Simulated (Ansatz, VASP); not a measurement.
# Two plane-wave programs on Hf2ZrC3

```
Zr Hf C
1.0
     2.93913    1.69691    3.13238
    -2.93913    1.69691    3.13238
     0.00000   -3.39381    3.13238
Zr Hf C
1 2 3
Direct
  0.50000 0.50000 0.50000
  0.80951 0.80951 0.80951
  0.19049 0.19049 0.19049
  0.50000 0.00000 0.50000
  0.50000 0.50000 0.00000
  0.00000 0.50000 0.50000
```

Change from the starting cell: species swapped into the Zr2CoMo3 type (R-3m, No. 166).

Alike in both runs: functional PBE; k mesh 12 × 12 × 12; occupations gaussian, width 0.1 eV; no spin polarisation.

Ansatz relaxed the structure, and its values are those at the end. VASP's run is a single point on that final structure, the one shown.

|  | VASP | Ansatz |
| --- | --- | --- |
| version | VASP 6.6.1 | Ansatz 0.2.0 |
| potentials or method | VASP PAW PBE potentials, release 64 (Zr_sv, Hf_pv, C), cutoff 520 eV | scalar-relativistic, plane waves, PAW |
| valence electrons in the cell | 44 | 76 |

|  | VASP | Ansatz | Ansatz less VASP |
| --- | --- | --- | --- |
| gap on the k mesh at the Fermi level (eV) | none | none | - |
| pressure (GPa) | -0.3 | 0.0 | +0.31 |
| rms of the force components (eV/Å) | 0.015 | 0.002 | -0.0139 |

A gap of «none» marks a metal or a gap that the smearing closes. The functional is the same, so the differences come from potentials, cutoffs and numerics. VASP's potentials hold 44 valence electrons a cell and Ansatz's 76, so a difference there can come from the potentials and not from the codes.

Neither program's run includes spin-orbit coupling.
